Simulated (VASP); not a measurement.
# Ir in VASP: single point with PBEsol

Aim: the single point of Ir with PBEsol.

Everything below comes from runs of VASP 6.6.1. Logs are shortened: lines on timing, memory, paths and dates and some standing lists are left out, and cuts for length are marked.

### 1 The cell of the first run

The cell holds a slab with vacuum, 6 atoms: a = 2.708 Å, b = 2.708 Å, c = 26.057 Å, α = 90.00°, β = 90.00°, γ = 120.00°.

### 2 Single point, PBEsol

Input file INCAR:

```
SYSTEM = Ir
ALGO = Normal ; DIPOL = 0.5 0.5 0.500
EDIFF = 1E-6 ; ENCUT = 520
GGA = PS ; IDIPOL = 3
ISIF = 2 ; ISMEAR = 0
LASPH = .TRUE. ; LCHARG = .FALSE.
LDIPOL = .TRUE. ; LREAL = .FALSE.
LWAVE = .FALSE. ; NBANDS = 36
NELM = 100 ; PREC = Accurate
SIGMA = 0.1
```

Input file KPOINTS:

```
k-points
0
G
  15 15 1
  0 0 0
```

Input file POSCAR:

```
Ir
1.0
    2.7084020135      0.0000000000      0.0000000000
   -1.3542010068      2.3455449474      0.0000000000
    0.0000000000      0.0000000000     26.0570049190
Ir
6
Direct
    0.6666666667      0.3333333333      0.2878304711
    0.3333333333      0.6666666667      0.3726982826
    0.0000000000      0.0000000000      0.4575660942
    0.6666666667      0.3333333333      0.5424339058
    0.3333333333      0.6666666667      0.6273017174
    0.0000000000      0.0000000000      0.7121695289
```

Potentials or basis: VASP PAW PBE potentials, release 64 (Ir).

Run with:

```
$ cat potpaw_PBE.64/Ir/POTCAR > POTCAR
$ mpirun -np 1 vasp_std > vasp.out
```

OUTCAR:

```text
SYSTEM = Ir
   EDIFF = 1E-6
   ENCUT = 520
   GGA = PS
   ISIF = 2
   ISMEAR = 0
   LASPH = .TRUE.
   LREAL = .FALSE.
   NELM = 100
   PREC = Accurate

 ion  position               nearest neighbor table
   1  0.667  0.333  0.288-   2 2.71   2 2.71   2 2.71
   2  0.333  0.667  0.373-   1 2.71   1 2.71   1 2.71   3 2.71   3 2.71   3 2.71
   3  0.000  0.000  0.458-   2 2.71   4 2.71   2 2.71   4 2.71   2 2.71   4 2.71
   4  0.667  0.333  0.542-   5 2.71   3 2.71   5 2.71   3 2.71   3 2.71   5 2.71
   5  0.333  0.667  0.627-   6 2.71   6 2.71   6 2.71   4 2.71   4 2.71   4 2.71
   6  0.000  0.000  0.712-   5 2.71   5 2.71   5 2.71

  LATTYP: Found a hexagonal cell.
 ALAT       =     2.7084020135
 C/A-ratio  =     9.6208039978

  Lattice vectors:

 A1 = (   2.7084020135,   0.0000000000,   0.0000000000)
 A2 = (  -1.3542010068,   2.3455449474,   0.0000000000)
 A3 = (   0.0000000000,   0.0000000000,  26.0570049190)

Analysis of symmetry for initial positions (statically):
=====================================================================
 Subroutine PRICEL returns:
 Original cell was already a primitive cell.

 Routine SETGRP: Setting up the symmetry group for a
 hexagonal supercell.

 Subroutine GETGRP returns: Found 12 space group operations
 (whereof  6 operations were pure point group operations)
 out of a pool of 24 trial point group operations.

The static configuration has the point symmetry C_3v.
 The point group associated with its full space group is D_3d.

Analysis of symmetry for dynamics (positions and initial velocities):
=====================================================================
 Subroutine PRICEL returns:
 Original cell was already a primitive cell.

 Routine SETGRP: Setting up the symmetry group for a
 hexagonal supercell.

 Subroutine GETGRP returns: Found 12 space group operations
 (whereof  6 operations were pure point group operations)
 out of a pool of 24 trial point group operations.

The dynamic configuration has the point symmetry C_3v.
 The point group associated with its full space group is D_3d.

 Subroutine INISYM returns: Found 12 space group operations
 (whereof  6 operations are pure point group operations),
 and found     1 'primitive' translations

----------------------------------------------------------------------------------------

                                     Primitive cell

[... 106 lines left out ...]
   POTIM  = 0.5000    time-step for ionic-motion
   TEBEG  =    0.0;   TEEND  =   0.0 temperature during run
   PSTRESS=    0.0 pullay stress
   NELECT =      54.0000    total number of electrons
   NUPDOWN=      -1.0000    fix difference up-down
   EMIN   =  10.00;   EMAX   =-10.00  energy-range for DOS
   EFERMI =   0.00;   METHOD = LEGACY
   ISMEAR =     0;   SIGMA  =   0.10  broadening in eV -4-tet -1-fermi 0-gaus
   EFERMI_NEDOS =   21; number of points for ismear=-14 and -15
   IALGO  =     38    algorithm
   IMIX   =      4    mixing-type and parameters
     AMIX     =   0.40;   BMIX     =  1.00
     AMIX_MAG =   1.60;   BMIX_MAG =  1.00
  volume/ion in A,a.u.               =      27.59       186.18
  Fermi-wavevector in a.u.,A,eV,Ry     =   1.126970  2.129664 17.280229  1.270061
  Thomas-Fermi vector in A             =   2.263654
   LORBIT       =      0    0 simple, 1 ext, 2 COOP (PROOUT), +10 PAW based schemes
   GGA     = PS    functional components
   LHFCALC =     F    Hartree Fock is set to
   AEXX    =    0.0000 exact exchange contribution
   IVDW    =     0    specifies the selected vdW correction
   LEPSILON=     F    determine dielectric tensor
   LRPA    =     F    only Hartree local field effects (RPA)
 non-spin polarized calculation
 Gauss-broadening in eV      SIGMA  =   0.10
  energy-cutoff  :      520.00
  volume of cell :      165.53
 maximum number of plane-waves:      4515
   NGX = 11   NGY = 11   NGZ = 97

 dipolmoment           0.000000      0.000000      0.000000 electrons x Angstroem

 number of electron      54.0000001 magnetization

 dipolmoment           0.000000      0.000000     -0.000001 electrons x Angstroem

 Free energy of the ion-electron system (eV)
  ---------------------------------------------------
  ext. energy  EPLUGINS =         0.00000000
  ---------------------------------------------------
  free energy    TOTEN  =       -56.80721034 eV

  energy without entropy =      -56.77936770  energy(sigma->0) =      -56.79328902

 E-fermi :   2.4773     XC(G=0):  -7.9585

 val. band max:        2.4618538520   @ k =   0.3333   0.3333   0.0000
 cond. band min:       2.4784894481   @ k =   0.0000   0.0000   0.0000
 fundamental gap:      0.0166355961
 Fermi energy:         2.4772804094

 k-point     1 :       0.0000    0.0000    0.0000
  band No.  band energies     occupation
      1      -8.4814      2.00000
      2      -7.6794      2.00000
      3      -6.6244      2.00000
      4      -5.8441      2.00000
      5      -5.4456      2.00000
      6      -5.4035      2.00000
[... 925 lines left out ...]
     35       8.2234      0.00000
     36       8.6467      0.00000

 [... further k-points ...]

------------------------ aborting loop because EDIFF is reached ----------------------------------------

 vacuum level on the upper side and lower side of the slab       (xc-potential included)        -0.206        -0.206

  FORCE on cell =-STRESS in cart. coord.  units (eV):
  Direction    XX          YY          ZZ          XY          YZ          ZX
  --------------------------------------------------------------------------------------
  -------------------------------------------------------------------------------------
  Total       -4.5540832     -4.5540832     -2.4048384      0.0000000      0.0000000     -0.0000000
  in kB      -44.0788407    -44.0788407    -23.2763619      0.0000000      0.0000000     -0.0000000
  external PRESSURE =     -37.1446811 kB  Pullay stress =       0.0000000 kB

 VOLUME and BASIS-vectors are now :
 -----------------------------------------------------------------------------
  energy-cutoff  :      520.00
  volume of cell :      165.53
      direct lattice vectors                 reciprocal lattice vectors
     2.708402014  0.000000000  0.000000000     0.369221406  0.213170078  0.000000000
    -1.354201007  2.345544947  0.000000000     0.000000000  0.426340157  0.000000000
     0.000000000  0.000000000 26.057004919     0.000000000  0.000000000  0.038377396

 POSITION                                       TOTAL-FORCE (eV/Angst)
 -----------------------------------------------------------------------------------
      1.35420      0.78185      7.50000         0.000000     -0.000000      0.471612
     -0.00000      1.56370      9.71140        -0.000000     -0.000000     -0.355369
      0.00000      0.00000     11.92280         0.000000      0.000000     -0.224485
      1.35420      0.78185     14.13420         0.000000      0.000000      0.224485
     -0.00000      1.56370     16.34560         0.000000     -0.000000      0.355369
      0.00000      0.00000     18.55700        -0.000000      0.000000     -0.471612
 -----------------------------------------------------------------------------------
    total drift:                                0.000000     -0.000000     -0.000059

  FREE ENERGIE OF THE ION-ELECTRON SYSTEM (eV)
  ---------------------------------------------------
  free  energy   TOTEN  =       -56.8072103412 eV

  energy  without entropy=      -56.7793676980  energy(sigma->0) =      -56.79328902

 vacuum level on the upper side and lower side of the slab         7.943         7.943
```

stdout:

```text
POSCAR found type information on POSCAR Ir
 POSCAR found :  1 types and       6 ions
 scaLAPACK will be used
 -----------------------------------------------------------------------------
|                                                                             |
|                                                                             |
|     You enforced a specific xc type in the INCAR file but a different       |
|     I HOPE YOU KNOW WHAT YOU ARE DOING!                                     |
|                                                                             |
 -----------------------------------------------------------------------------

 LDA part: xc-table for (Slater+PW92), standard interpolation
 POSCAR, INCAR and KPOINTS ok, starting setup
 FFT: planning ... GRIDC
 FFT: planning ... GRID_SOFT
 FFT: planning ... GRID
 WAVECAR not read
 entering main loop
```

It took 4.8 min on 1 thread of Intel Xeon Platinum 8375C at 2.90GHz (Ice Lake), shared host; peak memory 0.33 GiB.

What came out:

* Free energy: -56.8072 eV
* Largest force: 0.472 eV/Å
* Band gap on the k mesh: zero (band 27 reaches 3.43 eV, above the bottom of band 28 at 1.29 eV)

Forces in eV/Å, atoms in the order of the input:
```
Ir   0.000  0.000  0.472
Ir   0.000  0.000 -0.355
Ir   0.000  0.000 -0.224
Ir   0.000  0.000  0.224
Ir   0.000  0.000  0.355
Ir   0.000  0.000 -0.472
```

Levels at points of the mesh, in eV from the Fermi level:
```csv
k point,band 24,band 25,band 26,band 27,band 28,band 29
"(0.00, 0.00, 0.00)",-1.24,-1.24,-1.20,-1.20,-0.85,-0.85
```

Caveat: the PAW data sets were made with another functional, which shifts forces and pressure a little; spin-orbit coupling is left out, which moves the levels of the heavy elements.
